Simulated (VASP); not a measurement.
# SiGe5 (P-3m1) in VASP: notebook

The runs below take SiGe5 through single point, with PBE.

All numbers are computed with VASP 6.6.1; they aren't measurements. Logs are shortened: lines on timing, memory, paths and dates and some standing lists are left out, and cuts for length are marked.

### 1 The cell of the first run

Symmetry: P-3m1, No. 164, trigonal system. The conventional cell has a = 4.046 Å, b = 4.046 Å, c = 19.672 Å, α = 90.00°, β = 90.00°, γ = 120.00°. Within 3.2 Å of Si (site symmetry 3m) lie 1 Ge at 2.43 Å and 3 Si at 2.44 Å. Within 3.2 Å of Ge (site symmetry 3m) lie 1 Si at 2.43 Å and 3 Ge at 2.48 Å. Ge (site symmetry 3m) has 4 Ge at 2.48 to 2.49 Å within 3.3 Å. Within 3.3 Å of Ge (site symmetry 3m) lie 4 Ge at 2.48 to 2.49 Å. Ge (site symmetry 3m) has 4 Ge at 2.48 to 2.49 Å within 3.3 Å. Ge (site symmetry 3m) has 4 Ge at 2.48 to 2.49 Å within 3.3 Å.

### 2 Single point, PBE

Contents of INCAR:

```
SYSTEM = SiGe5
  PREC = Accurate
  ENCUT = 520
  EDIFF = 1E-6
  ISMEAR = 0
  SIGMA = 0.2
  LREAL = .False.
  LASPH = .True.
  NELM = 100
  ALGO = Normal
  ISIF = 2
  LWAVE = .False.
  LCHARG = .False.
  GGA = PE
  NBANDS = 86
```

Contents of KPOINTS:

```
Automatic mesh
0
Gamma
  5 5 1
  0 0 0
```

Contents of POSCAR:

```
SiGe5
1.0
    4.0463203350      0.0000000000      0.0000000000
   -2.0231601675      3.5042162019      0.0000000000
    0.0000000000      0.0000000000     19.6720140765
Si Ge
2 10
Direct
    0.3333333333      0.6666666667      0.0177144285
    0.6666666667      0.3333333333      0.9822855715
    0.6666666667      0.3333333333      0.8587216993
    0.3333333333      0.6666666667      0.1412783007
    0.0000000000      0.0000000000      0.8164828776
    0.0000000000      0.0000000000      0.6901231701
    0.0000000000      0.0000000000      0.1835171224
    0.0000000000      0.0000000000      0.3098768299
    0.3333333333      0.6666666667      0.5212541160
    0.6666666667      0.3333333333      0.4787458840
    0.6666666667      0.3333333333      0.3522681329
    0.3333333333      0.6666666667      0.6477318671
```

Potentials or basis: VASP PAW PBE potentials, release 64 (Si, Ge_d).

Started as:

```bash
cat potpaw_PBE.64/Si/POTCAR potpaw_PBE.64/Ge_d/POTCAR > POTCAR
mpirun -np 1 vasp_std > vasp.out
```

OUTCAR:

```text
SYSTEM = SiGe5
   PREC = Accurate
   ENCUT = 520
   EDIFF = 1E-6
   ISMEAR = 0
   LREAL = .False.
   LASPH = .True.
   NELM = 100
   ISIF = 2
   GGA = PE

 ion  position               nearest neighbor table
   1  0.333  0.667  0.018-   4 2.43   2 2.44   2 2.44   2 2.44
   2  0.667  0.333  0.982-   3 2.43   1 2.44   1 2.44   1 2.44
   3  0.667  0.333  0.859-   2 2.43   5 2.48   5 2.48   5 2.48
   4  0.333  0.667  0.141-   1 2.43   7 2.48   7 2.48   7 2.48
   5  0.000  0.000  0.816-   3 2.48   3 2.48   3 2.48   6 2.49
   6  0.000  0.000  0.690-  12 2.48  12 2.48  12 2.48   5 2.49
   7  0.000  0.000  0.184-   4 2.48   4 2.48   4 2.48   8 2.49
   8  0.000  0.000  0.310-  11 2.48  11 2.48  11 2.48   7 2.49
   9  0.333  0.667  0.521-  10 2.48  10 2.48  10 2.48  12 2.49
  10  0.667  0.333  0.479-   9 2.48   9 2.48   9 2.48  11 2.49
  11  0.667  0.333  0.352-   8 2.48   8 2.48   8 2.48  10 2.49
  12  0.333  0.667  0.648-   6 2.48   6 2.48   6 2.48   9 2.49

  LATTYP: Found a hexagonal cell.
 ALAT       =     4.0463203350
 C/A-ratio  =     4.8617045730

  Lattice vectors:

 A1 = (   4.0463203350,   0.0000000000,   0.0000000000)
 A2 = (  -2.0231601675,   3.5042162019,   0.0000000000)
 A3 = (   0.0000000000,   0.0000000000,  19.6720140765)

Analysis of symmetry for initial positions (statically):
=====================================================================
 Subroutine PRICEL returns:
 Original cell was already a primitive cell.

 Routine SETGRP: Setting up the symmetry group for a
 hexagonal supercell.

 Subroutine GETGRP returns: Found 12 space group operations
 (whereof 12 operations were pure point group operations)
 out of a pool of 24 trial point group operations.

The static configuration has the point symmetry D_3d.

Analysis of symmetry for dynamics (positions and initial velocities):
=====================================================================
 Subroutine PRICEL returns:
 Original cell was already a primitive cell.

 Routine SETGRP: Setting up the symmetry group for a
 hexagonal supercell.

 Subroutine GETGRP returns: Found 12 space group operations
 (whereof 12 operations were pure point group operations)
 out of a pool of 24 trial point group operations.

The dynamic configuration has the point symmetry D_3d.

 Subroutine INISYM returns: Found 12 space group operations
 (whereof 12 operations are pure point group operations),
 and found     1 'primitive' translations

----------------------------------------------------------------------------------------

                                     Primitive cell

  volume of cell :     278.9331

  direct lattice vectors                    reciprocal lattice vectors
     4.046320335  0.000000000  0.000000000     0.247138120  0.142685260  0.000000000
    -2.023160167  3.504216202  0.000000000     0.000000000  0.285370520  0.000000000
     0.000000000  0.000000000 19.672014076     0.000000000  0.000000000  0.050833636

  length of vectors
     4.046320335  4.046320335 19.672014076     0.285370520  0.285370520  0.050833636

  position of ions in fractional coordinates (direct lattice)
     0.333333333  0.666666667  0.017714428
     0.666666667  0.333333333  0.982285572
     0.666666667  0.333333333  0.858721699
     0.333333333  0.666666667  0.141278301
     0.000000000  0.000000000  0.816482878
     0.000000000  0.000000000  0.690123170
     0.000000000  0.000000000  0.183517122
     0.000000000  0.000000000  0.309876830
     0.333333333  0.666666667  0.521254116
     0.666666667  0.333333333  0.478745884
     0.666666667  0.333333333  0.352268133
     0.333333333  0.666666667  0.647731867

  ion indices of the primitive-cell ions
   primitive index   ion index
                 1           1
                 2           2
                 3           3
                 4           4
                 5           5
                 6           6
                 7           7
                 8           8
                 9           9
                10          10
                11          11
                12          12

----------------------------------------------------------------------------------------

 KPOINTS: Automatic mesh

Automatic generation of k-mesh.
 Grid dimensions read from file:
 generate k-points for:    5    5    1

 Generating k-lattice:

  Cartesian coordinates                     Fractional coordinates (reciprocal lattice)
     0.049427624  0.028537052  0.000000000     0.200000000  0.000000000  0.000000000
     0.000000000  0.057074104  0.000000000     0.000000000  0.200000000  0.000000000
     0.000000000  0.000000000  0.050833636     0.000000000  0.000000000  1.000000000

  Length of vectors
     0.057074104  0.057074104  0.050833636

  Shift w.r.t. Gamma in fractional coordinates (k-lattice)
     0.000000000  0.000000000  0.000000000

 Subroutine IBZKPT returns following result:
 ===========================================

 Found      5 irreducible k-points:

 Following reciprocal coordinates:
            Coordinates               Weight
  0.000000  0.000000  0.000000      1.000000
  0.200000  0.000000  0.000000      6.000000
  0.400000  0.000000  0.000000      6.000000
  0.200000  0.200000  0.000000      6.000000
  0.400000  0.200000  0.000000      6.000000
   k-points           NKPTS =      5   k-points in BZ     NKDIM =      5   number of bands    NBANDS=     86
   number of dos      NEDOS =    301   number of ions     NIONS =     12
   total plane-waves  NPLWV = 135000
   dimension x,y,z NGX =    30 NGY =   30 NGZ =  150
   dimension x,y,z NGXF=    60 NGYF=   60 NGZF=  300
   ions per type =               2  10
   NGX,Y,Z   is equivalent  to a cutoff of  12.33, 12.33, 12.68 a.u.
   NGXF,Y,Z  is equivalent  to a cutoff of  24.65, 24.65, 25.35 a.u.
 SYSTEM =  SiGe5
   PREC   = accura    normal or accurate (medium, high low for compatibility)
   ISTART =      0    job   : 0-new  1-cont  2-samecut
   ICHARG =      2    charge: 1-file 2-atom 10-const
   ISPIN  =      1    spin polarized calculation?
   LNONCOLLINEAR =      F non collinear calculations
   LSORBIT =      F    spin-orbit coupling
   LASPH  =      T    aspherical Exc in radial PAW
   ENCUT  =  520.0 eV  38.22 Ry    6.18 a.u.   7.52  7.52 36.58*2*pi/ulx,y,z
   NELM   =    100;   NELMIN=  2; NELMDL= -5     # of ELM steps
   EDIFF  = 0.1E-05   stopping-criterion for ELM
   LREAL  =      F    real-space projection
   EDIFFG = 0.1E-04   stopping-criterion for IOM
   NSW    =      0    number of steps for IOM
   IBRION =     -1    ionic relax: 0-MD 1-quasi-New 2-CG
   NFREE  =      0    steps in history (QN), initial steepest desc. (CG)
   ISIF   =      2    stress and relaxation
   ISYM   =      2    0-nonsym 1-usesym 2-fastsym
   POTIM  = 0.5000    time-step for ionic-motion
   TEBEG  =    0.0;   TEEND  =   0.0 temperature during run
   PSTRESS=    0.0 pullay stress
   NELECT =     148.0000    total number of electrons
   NUPDOWN=      -1.0000    fix difference up-down
   EMIN   =  10.00;   EMAX   =-10.00  energy-range for DOS
   EFERMI =   0.00;   METHOD = LEGACY
   ISMEAR =     0;   SIGMA  =   0.20  broadening in eV -4-tet -1-fermi 0-gaus
   EFERMI_NEDOS =   21; number of points for ismear=-14 and -15
   IALGO  =     38    algorithm
   IMIX   =      4    mixing-type and parameters
     AMIX     =   0.40;   BMIX     =  1.00
     AMIX_MAG =   1.60;   BMIX_MAG =  1.00
  volume/ion in A,a.u.               =      23.24       156.86
  Fermi-wavevector in a.u.,A,eV,Ry     =   1.325344  2.504538 23.899147  1.756538
  Thomas-Fermi vector in A             =   2.454812
   LORBIT       =      0    0 simple, 1 ext, 2 COOP (PROOUT), +10 PAW based schemes
   GGA     = PE    functional components
   LHFCALC =     F    Hartree Fock is set to
   AEXX    =    0.0000 exact exchange contribution
   IVDW    =     0    specifies the selected vdW correction
   LEPSILON=     F    determine dielectric tensor
   LRPA    =     F    only Hartree local field effects (RPA)
 non-spin polarized calculation
 Gauss-broadening in eV      SIGMA  =   0.20
  energy-cutoff  :      520.00
  volume of cell :      278.93
 maximum number of plane-waves:      7563
 NGX is ok and might be reduce to    30
   NGX = 15   NGY = 15   NGZ = 73

 number of electron     147.9999981 magnetization

 Free energy of the ion-electron system (eV)
  ---------------------------------------------------
  ext. energy  EPLUGINS =         0.00000000
  ---------------------------------------------------
  free energy    TOTEN  =       -55.62486439 eV

  energy without entropy =      -55.60589072  energy(sigma->0) =      -55.61537755

 E-fermi :   4.7818     XC(G=0):  -9.6343

 val. band max:        4.7288661890   @ k =   0.0000   0.0000   0.0000
 cond. band min:       4.9255958653   @ k =   0.0000   0.0000   0.0000
 fundamental gap:      0.1967296763
 Fermi energy:         4.7817635678

 k-point     1 :       0.0000    0.0000    0.0000
  band No.  band energies     occupation
      1     -20.0056      2.00000
      2     -20.0056      2.00000
      3     -19.9992      2.00000
      4     -19.9992      2.00000
      5     -19.9903      2.00000
      6     -19.9903      2.00000
[... 78 lines left out ...]
     85       7.6321      0.00000
     86       7.9803      0.00000

 k-point     2 :       0.2000    0.0000    0.0000
  band No.  band energies     occupation
      1     -20.0219      2.00000
      2     -20.0114      2.00000
      3     -20.0093      2.00000
      4     -20.0047      2.00000
      5     -19.9971      2.00000
      6     -19.9956      2.00000
[... 78 lines left out ...]
     85       8.2261      0.00000
     86       8.3989      0.00000

 k-point     3 :       0.4000    0.0000    0.0000
  band No.  band energies     occupation
      1     -20.0262      2.00000
      2     -20.0159      2.00000
      3     -20.0138      2.00000
      4     -20.0094      2.00000
      5     -20.0052      2.00000
      6     -20.0051      2.00000
[... 78 lines left out ...]
     85       8.4178      0.00000
     86       8.4850      0.00000

 k-point     4 :       0.2000    0.2000    0.0000
  band No.  band energies     occupation
      1     -20.0260      2.00000
      2     -20.0213      2.00000
      3     -20.0161      2.00000
      4     -20.0140      2.00000
      5     -20.0103      2.00000
      6     -20.0020      2.00000
[... 78 lines left out ...]
     85       8.3980      0.00000
     86       8.7264      0.00000

 k-point     5 :       0.4000    0.2000    0.0000
  band No.  band energies     occupation
      1     -20.0250      2.00000
      2     -20.0241      2.00000
      3     -20.0236      2.00000
      4     -20.0191      2.00000
      5     -20.0183      2.00000
      6     -20.0034      2.00000
[... 78 lines left out ...]
     85       8.7413      0.00000
     86       8.9678      0.00000

------------------------ aborting loop because EDIFF is reached ----------------------------------------

  FORCE on cell =-STRESS in cart. coord.  units (eV):
  Direction    XX          YY          ZZ          XY          YZ          ZX
  --------------------------------------------------------------------------------------
  -------------------------------------------------------------------------------------
  Total        0.1060956      0.1060956      0.0812749      0.0000000      0.0000000     -0.0000000
  in kB        0.6094075      0.6094075      0.4668388      0.0000000      0.0000000     -0.0000000
  external PRESSURE =       0.5618846 kB  Pullay stress =       0.0000000 kB

 VOLUME and BASIS-vectors are now :
 -----------------------------------------------------------------------------
  energy-cutoff  :      520.00
  volume of cell :      278.93
      direct lattice vectors                 reciprocal lattice vectors
     4.046320335  0.000000000  0.000000000     0.247138120  0.142685260  0.000000000
    -2.023160167  3.504216202  0.000000000     0.000000000  0.285370520  0.000000000
     0.000000000  0.000000000 19.672014076     0.000000000  0.000000000  0.050833636

 POSITION                                       TOTAL-FORCE (eV/Angst)
 -----------------------------------------------------------------------------------
     -0.00000      2.33614      0.34848        -0.000000     -0.000000      0.071318
      2.02316      1.16807     19.32354         0.000000     -0.000000     -0.071318
      2.02316      1.16807     16.89279        -0.000000     -0.000000     -0.001474
     -0.00000      2.33614      2.77923         0.000000     -0.000000      0.001474
      0.00000      0.00000     16.06186         0.000000     -0.000000      0.005679
      0.00000      0.00000     13.57611         0.000000     -0.000000     -0.003391
      0.00000      0.00000      3.61015        -0.000000      0.000000     -0.005679
      0.00000      0.00000      6.09590        -0.000000      0.000000      0.003391
     -0.00000      2.33614     10.25412        -0.000000     -0.000000     -0.012043
      2.02316      1.16807      9.41790         0.000000     -0.000000      0.012043
      2.02316      1.16807      6.92982        -0.000000     -0.000000     -0.002633
     -0.00000      2.33614     12.74219         0.000000      0.000000      0.002633
 -----------------------------------------------------------------------------------
    total drift:                                0.000000     -0.000000      0.000000

  FREE ENERGIE OF THE ION-ELECTRON SYSTEM (eV)
  ---------------------------------------------------
  free  energy   TOTEN  =       -55.6248643938 eV

  energy  without entropy=      -55.6058907160  energy(sigma->0) =      -55.61537755
```

Run time: 1.7 min. Hardware: 1 thread of Intel Xeon 6975P-C (Granite Rapids), shared host; peak memory 0.38 GiB.

Results:

| Quantity | Value |
| --- | --- |
| Free energy | -55.6249 eV |
| Pressure | 0.1 GPa |
| Largest force | 0.071 eV/Å |

Forces on the atoms (eV/Å):
```
Si   0.000  0.000  0.071
Si   0.000  0.000 -0.071
Ge   0.000  0.000 -0.001
Ge   0.000  0.000  0.001
Ge   0.000  0.000  0.006
Ge   0.000  0.000 -0.003
Ge   0.000  0.000 -0.006
Ge   0.000  0.000  0.003
Ge   0.000  0.000 -0.012
Ge   0.000  0.000  0.012
Ge   0.000  0.000 -0.003
Ge   0.000  0.000  0.003
```

### 3 Single point, PBE

Contents of INCAR:

```
PREC = Accurate
ENCUT = 520
EDIFF = 1E-6
ISMEAR = 0
SIGMA = 0.2
LREAL = F
LASPH = T
NELM = 60
ALGO = Normal
ISIF = 2
LWAVE = F
LCHARG = T
GGA = PE
LELF = T
LVHAR = T
NBANDS = 86
```

Contents of KPOINTS:

```
Automatic mesh
0
Gamma
  6 6 1
```

Contents of POSCAR:

```
SiGe5
1.0
    4.0350769787      0.0000000000      0.0000000000
   -2.0175384893      3.4944791697      0.0000000000
    0.0000000000      0.0000000000     19.7747511311
Si Ge
2 10
Direct
    0.3333333333      0.6666666667      0.0183387722
    0.6666666667      0.3333333333      0.9816612278
    0.6666666667      0.3333333333      0.8586467913
    0.3333333333      0.6666666667      0.1413532087
    0.0000000000      0.0000000000      0.8158280054
    0.0000000000      1.0000000000      0.6900183735
    0.0000000000      0.0000000000      0.1841719946
    0.0000000000      0.0000000000      0.3099816265
    0.3333333333      0.6666666667      0.5213760833
    0.6666666667      0.3333333333      0.4786239167
    0.6666666667      0.3333333333      0.3526927035
    0.3333333333      0.6666666667      0.6473072965
```

Potentials or basis: VASP PAW PBE potentials, release 64 (Si, Ge_d).

Started as:

```bash
cat potpaw_PBE.64/Si/POTCAR potpaw_PBE.64/Ge_d/POTCAR > POTCAR
mpirun -np 1 vasp_std > vasp.out
```

It took 2.3 min on 1 thread of Intel Xeon 6975P-C (Granite Rapids), shared host; peak memory 0.4 GiB.

It converged, with:

```yaml
Free_energy: -55.7741 eV
Pressure: 0.0 GPa
Largest_force: 0.017 eV/Å
Band_gap_on_the_k_mesh: zero (filled and empty bands touch)
```

Forces in eV/Å, atoms in the order of the input:
```
Si   0.000  0.000 -0.014
Si   0.000  0.000  0.014
Ge   0.000  0.000 -0.006
Ge   0.000  0.000  0.006
Ge   0.000  0.000  0.017
Ge   0.000  0.000  0.006
Ge   0.000  0.000 -0.017
Ge   0.000  0.000 -0.006
Ge   0.000  0.000  0.003
Ge   0.000  0.000 -0.003
Ge   0.000  0.000  0.003
Ge   0.000  0.000 -0.003
```

Stress tensor (GPa, compression positive):
```
 0.13  0.00  0.00
 0.00  0.13  0.00
 0.00  0.00 -0.22
```

Levels at points of the mesh, in eV from the Fermi level:
| k point | band 72 | band 73 | band 74 | band 75 | band 76 | band 77 |
| --- | --- | --- | --- | --- | --- | --- |
| (0.00, 0.00, 0.00) | -0.10 | -0.09 | -0.02 | -0.02 | 0.23 | 0.44 |
| (0.50, 0.00, 0.00) | -1.85 | -1.40 | -1.36 | 0.17 | 0.52 | 0.72 |
